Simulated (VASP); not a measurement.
# HfC (Cm) in VASP: single point with PBE

Aim: the single point of HfC with PBE.

All numbers are computed with VASP 6.6.1; they aren't measurements. Logs are shortened: lines on timing, memory, paths and dates and some standing lists are left out, and cuts for length are marked.

## Step 1: The cell of the first run

It takes space group Cm (No. 8, monoclinic). The conventional cell has a = 5.695 Å, b = 3.288 Å, c = 3.288 Å, α = 90.00°, β = 125.26°, γ = 90.00°. Hf (site symmetry m) has 6 C at 2.04 to 2.67 Å within 2.7 Å. Within 2.7 Å of C (site symmetry m) lie 6 Hf at 2.04 to 2.67 Å.

## Step 2: Single point, PBE (atom 2 (C) moved by (-0.450, -0.225) A along [1 1 0] and z)

Input file INCAR:

```
PREC = Accurate
ENCUT = 520
EDIFF = 1E-6
ISMEAR = 0
SIGMA = 0.15
LREAL = False
LASPH = True
NELM = 100
ALGO = Normal
ISIF = 2
LWAVE = False
LCHARG = True
GGA = PE
LELF = True
LVHAR = True
NBANDS = 14
```

Input file KPOINTS:

```
regular mesh
0
Gamma
  18 18 18
```

Input file POSCAR:

```
HfC
1.0
    0.0000000000      2.3250000000      2.3250000000
    2.3250000000      0.0000000000      2.3250000000
    2.3250000000      2.3250000000      0.0000000000
Hf C
1 1
Direct
    0.5000000000      0.5000000000      0.5000000000
   -0.0483870968     -0.0483870968     -0.0884722802
```

Potentials or basis: VASP PAW PBE potentials, release 64 (Hf_pv, C).

Launch:

```console
cat potpaw_PBE.64/Hf_pv/POTCAR potpaw_PBE.64/C/POTCAR > POTCAR
mpirun -np 1 vasp_std > vasp.out
```

OUTCAR:

```text
PREC = Accurate
   ENCUT = 520
   EDIFF = 1E-6
   ISMEAR = 0
   LREAL = False
   LASPH = True
   NELM = 100
   ISIF = 2
   GGA = PE

 ion  position               nearest neighbor table
   1  0.500  0.500  0.500-   2 2.04   2 2.04   2 2.15   2 2.59   2 2.67   2 2.67
   2  0.952  0.952  0.912-   1 2.04   1 2.04   1 2.15   1 2.59   1 2.67   1 2.67

  LATTYP: Found a face centered cubic cell.
 ALAT       =     4.6500000000

  Lattice vectors:

 A1 = (   0.0000000000,   2.3250000000,   2.3250000000)
 A2 = (   2.3250000000,   0.0000000000,   2.3250000000)
 A3 = (   2.3250000000,   2.3250000000,   0.0000000000)

Analysis of symmetry for initial positions (statically):
=====================================================================
 Subroutine PRICEL returns:
 Original cell was already a primitive cell.

 Routine SETGRP: Setting up the symmetry group for a
 face centered cubic supercell.

 Subroutine GETGRP returns: Found  2 space group operations
 (whereof  2 operations were pure point group operations)
 out of a pool of 48 trial point group operations.

The static configuration has the point symmetry C_1h.

Analysis of symmetry for dynamics (positions and initial velocities):
=====================================================================
 Subroutine PRICEL returns:
 Original cell was already a primitive cell.

 Routine SETGRP: Setting up the symmetry group for a
 face centered cubic supercell.

 Subroutine GETGRP returns: Found  2 space group operations
 (whereof  2 operations were pure point group operations)
 out of a pool of 48 trial point group operations.

The dynamic configuration has the point symmetry C_1h.

 Subroutine INISYM returns: Found  2 space group operations
 (whereof  2 operations are pure point group operations),
 and found     1 'primitive' translations

----------------------------------------------------------------------------------------

                                     Primitive cell

  volume of cell :      25.1362

  direct lattice vectors                    reciprocal lattice vectors
     0.000000000  2.325000000  2.325000000    -0.215053763  0.215053763  0.215053763
     2.325000000  0.000000000  2.325000000     0.215053763 -0.215053763  0.215053763
     2.325000000  2.325000000  0.000000000     0.215053763  0.215053763 -0.215053763

  length of vectors
     3.288046533  3.288046533  3.288046533     0.372484045  0.372484045  0.372484045

  position of ions in fractional coordinates (direct lattice)
     0.500000000  0.500000000  0.500000000
     0.951612903  0.951612903  0.911527720

  ion indices of the primitive-cell ions
   primitive index   ion index
                 1           1
                 2           2

----------------------------------------------------------------------------------------

 KPOINTS: regular mesh

Automatic generation of k-mesh.
 Grid dimensions read from file:
 generate k-points for:   18   18   18

 Generating k-lattice:

  Cartesian coordinates                     Fractional coordinates (reciprocal lattice)
    -0.011947431  0.011947431  0.011947431     0.055555556  0.000000000  0.000000000
     0.011947431 -0.011947431  0.011947431     0.000000000  0.055555556  0.000000000
     0.011947431  0.011947431 -0.011947431     0.000000000  0.000000000  0.055555556

  Length of vectors
     0.020693558  0.020693558  0.020693558

  Shift w.r.t. Gamma in fractional coordinates (k-lattice)
     0.000000000  0.000000000  0.000000000

 Subroutine IBZKPT returns following result:
 ===========================================

 Found   1550 irreducible k-points:

 Following reciprocal coordinates:
            Coordinates               Weight
  0.000000  0.000000  0.000000      1.000000
  0.055556  0.000000  0.000000      4.000000
  0.000000  0.000000  0.055556      2.000000
  0.055556  0.055556  0.055556      2.000000
  0.111111  0.000000  0.000000      4.000000
  0.000000  0.000000  0.111111      2.000000
[... 16 lines left out ...]
  0.444444  0.000000  0.000000      4.000000
  0.000000  0.000000  0.444444      2.000000
 [... further k-points ...]
   k-points           NKPTS =   1550   k-points in BZ     NKDIM =   1550   number of bands    NBANDS=     14
   number of dos      NEDOS =    301   number of ions     NIONS =      2
   total plane-waves  NPLWV =  13824
   dimension x,y,z NGX =    24 NGY =   24 NGZ =   24
   dimension x,y,z NGXF=    48 NGYF=   48 NGZF=   48
   ions per type =               1   1
   NGX,Y,Z   is equivalent  to a cutoff of  12.13, 12.13, 12.13 a.u.
   NGXF,Y,Z  is equivalent  to a cutoff of  24.27, 24.27, 24.27 a.u.
 SYSTEM =  unknown system
   PREC   = accura    normal or accurate (medium, high low for compatibility)
   ISTART =      0    job   : 0-new  1-cont  2-samecut
   ICHARG =      2    charge: 1-file 2-atom 10-const
   ISPIN  =      1    spin polarized calculation?
   LNONCOLLINEAR =      F non collinear calculations
   LSORBIT =      F    spin-orbit coupling
   LASPH  =      T    aspherical Exc in radial PAW
   ENCUT  =  520.0 eV  38.22 Ry    6.18 a.u.   6.11  6.11  6.11*2*pi/ulx,y,z
   NELM   =    100;   NELMIN=  2; NELMDL= -5     # of ELM steps
   EDIFF  = 0.1E-05   stopping-criterion for ELM
   LREAL  =      F    real-space projection
   EDIFFG = 0.1E-04   stopping-criterion for IOM
   NSW    =      0    number of steps for IOM
   IBRION =     -1    ionic relax: 0-MD 1-quasi-New 2-CG
   NFREE  =      0    steps in history (QN), initial steepest desc. (CG)
   ISIF   =      2    stress and relaxation
   ISYM   =      2    0-nonsym 1-usesym 2-fastsym
   POTIM  = 0.5000    time-step for ionic-motion
   TEBEG  =    0.0;   TEEND  =   0.0 temperature during run
   PSTRESS=    0.0 pullay stress
   NELECT =      14.0000    total number of electrons
   NUPDOWN=      -1.0000    fix difference up-down
   EMIN   =  10.00;   EMAX   =-10.00  energy-range for DOS
   EFERMI =   0.00;   METHOD = LEGACY
   ISMEAR =     0;   SIGMA  =   0.15  broadening in eV -4-tet -1-fermi 0-gaus
   EFERMI_NEDOS =   21; number of points for ismear=-14 and -15
   IALGO  =     38    algorithm
   IMIX   =      4    mixing-type and parameters
     AMIX     =   0.40;   BMIX     =  1.00
     AMIX_MAG =   1.60;   BMIX_MAG =  1.00
  volume/ion in A,a.u.               =      12.57        84.81
  Fermi-wavevector in a.u.,A,eV,Ry     =   1.346949  2.545365 24.684672  1.814272
  Thomas-Fermi vector in A             =   2.474740
   LORBIT       =      0    0 simple, 1 ext, 2 COOP (PROOUT), +10 PAW based schemes
   GGA     = PE    functional components
   LHFCALC =     F    Hartree Fock is set to
   AEXX    =    0.0000 exact exchange contribution
   IVDW    =     0    specifies the selected vdW correction
   LEPSILON=     F    determine dielectric tensor
   LRPA    =     F    only Hartree local field effects (RPA)
 non-spin polarized calculation
 Gauss-broadening in eV      SIGMA  =   0.15
  energy-cutoff  :      520.00
  volume of cell :       25.14
 maximum number of plane-waves:       700
   NGX = 13   NGY = 13   NGZ = 13

 number of electron      14.0000000 magnetization

 Free energy of the ion-electron system (eV)
  ---------------------------------------------------
  ext. energy  EPLUGINS =         0.00000000
  ---------------------------------------------------
  free energy    TOTEN  =       -20.13369920 eV

  energy without entropy =      -20.13369920  energy(sigma->0) =      -20.13369920

 E-fermi :   6.0940     XC(G=0): -12.1896

 val. band max:        5.5093802065   @ k =   0.0000   0.5000   0.5000
 cond. band min:       6.6909311814   @ k =  -0.1667   0.0556  -0.3333
 fundamental gap:      1.1815509749
 Fermi energy:         6.0939801294

 k-point     1 :       0.0000    0.0000    0.0000
  band No.  band energies     occupation
      1     -23.5988      2.00000
      2     -23.5611      2.00000
      3     -23.5446      2.00000
      4      -6.2500      2.00000
      5       4.4023      2.00000
      6       4.5986      2.00000
      7       4.6889      2.00000
      8       7.7261      0.00000
      9       8.2885      0.00000
     10      10.8107      0.00000
     11      11.9128      0.00000
     12      12.3463      0.00000
     13      12.5179      0.00000
     14      16.6196      0.00000

 k-point     2 :       0.0556    0.0000    0.0000
  band No.  band energies     occupation
      1     -23.6061      2.00000
      2     -23.5777      2.00000
      3     -23.5497      2.00000
      4      -6.1693      2.00000
      5       4.1266      2.00000
      6       4.5511      2.00000
      7       4.9211      2.00000
      8       7.6686      0.00000
      9       8.2005      0.00000
     10      10.4104      0.00000
     11      12.1786      0.00000
     12      12.5745      0.00000
     13      12.9268      0.00000
     14      16.8375      0.00000

 k-point     3 :       0.0000    0.0000    0.0556
  band No.  band energies     occupation
      1     -23.6067      2.00000
      2     -23.5637      2.00000
      3     -23.5623      2.00000
      4      -6.1717      2.00000
      5       4.0788      2.00000
      6       4.6629      2.00000
      7       4.8307      2.00000
      8       7.6958      0.00000
      9       8.2208      0.00000
     10      10.3585      0.00000
     11      12.3255      0.00000
     12      12.5555      0.00000
     13      12.8338      0.00000
     14      16.8433      0.00000
[... 324 lines left out ...]
 k-point    23 :       0.4444    0.0000    0.0000
  band No.  band energies     occupation
      1     -24.2716      2.00000
      2     -23.6714      2.00000
      3     -23.6364      2.00000
      4      -2.9018      2.00000
      5       0.2210      2.00000
      6       3.3869      2.00000
      7       4.1869      2.00000
      8       8.9734      0.00000
      9      10.3761      0.00000
     10      11.3531      0.00000
     11      12.4129      0.00000
     12      15.2852      0.00000
     13      16.9791      0.00000
     14      19.7519      0.00000

 k-point    24 :       0.0000    0.0000    0.4444
  band No.  band energies     occupation
      1     -24.2501      2.00000
      2     -23.6640      2.00000
      3     -23.6452      2.00000
      4      -3.0648      2.00000
      5       0.3248      2.00000
      6       3.2342      2.00000
      7       3.9391      2.00000
      8       9.1984      0.00000
      9      10.3555      0.00000
     10      11.4076      0.00000
     11      12.7582      0.00000
     12      16.0041      0.00000
     13      17.0124      0.00000
     14      19.6163      0.00000

 [... further k-points ...]

------------------------ aborting loop because EDIFF is reached ----------------------------------------

  FORCE on cell =-STRESS in cart. coord.  units (eV):
  Direction    XX          YY          ZZ          XY          YZ          ZX
  --------------------------------------------------------------------------------------
  -------------------------------------------------------------------------------------
  Total        4.0646576      4.0646576      1.6103106     -1.2826119     -0.8321438     -0.8321444
  in kB      259.0810695    259.0810695    102.6411168    -81.7536152    -53.0408060    -53.0408397
  external PRESSURE =     206.9344186 kB  Pullay stress =       0.0000000 kB

 VOLUME and BASIS-vectors are now :
 -----------------------------------------------------------------------------
  energy-cutoff  :      520.00
  volume of cell :       25.14
      direct lattice vectors                 reciprocal lattice vectors
     0.000000000  2.325000000  2.325000000    -0.215053763  0.215053763  0.215053763
     2.325000000  0.000000000  2.325000000     0.215053763 -0.215053763  0.215053763
     2.325000000  2.325000000  0.000000000     0.215053763  0.215053763 -0.215053763

 POSITION                                       TOTAL-FORCE (eV/Angst)
 -----------------------------------------------------------------------------------
      2.32500      2.32500      2.32500        -2.634744     -2.634744     -1.192811
      4.33180      4.33180      4.42500         2.634744      2.634744      1.192811
 -----------------------------------------------------------------------------------
    total drift:                                0.000176      0.000176      0.000085

  FREE ENERGIE OF THE ION-ELECTRON SYSTEM (eV)
  ---------------------------------------------------
  free  energy   TOTEN  =       -20.1336991981 eV

  energy  without entropy=      -20.1336991981  energy(sigma->0) =      -20.13369920
```

It took 3.3 min on 1 thread of AMD EPYC 9R45 (Zen 5), shared host; peak memory 0.6 GiB.

Results:

```
Free energy            : -20.1337 eV
Pressure               : 20.7 GPa
Largest force          : 3.912 eV/Å
Band gap on the k mesh : 1.18 eV (least direct gap 1.39 eV)
```

Forces in eV/Å, atoms in the order of the input:
```
Hf  -2.635 -2.635 -1.193
C    2.635  2.635  1.193
```

Caveat: the cell differs from its parent crystal (atom 2 (C) moved by (-0.450, -0.225) A along [1 1 0] and z); the stress differs along the axes, from 10 to 26 GPa; spin-orbit coupling is left out, which moves the levels of the heavy elements; forces of over 1 eV/Å act on the atoms, so gaps and moduli don't describe the material at rest.
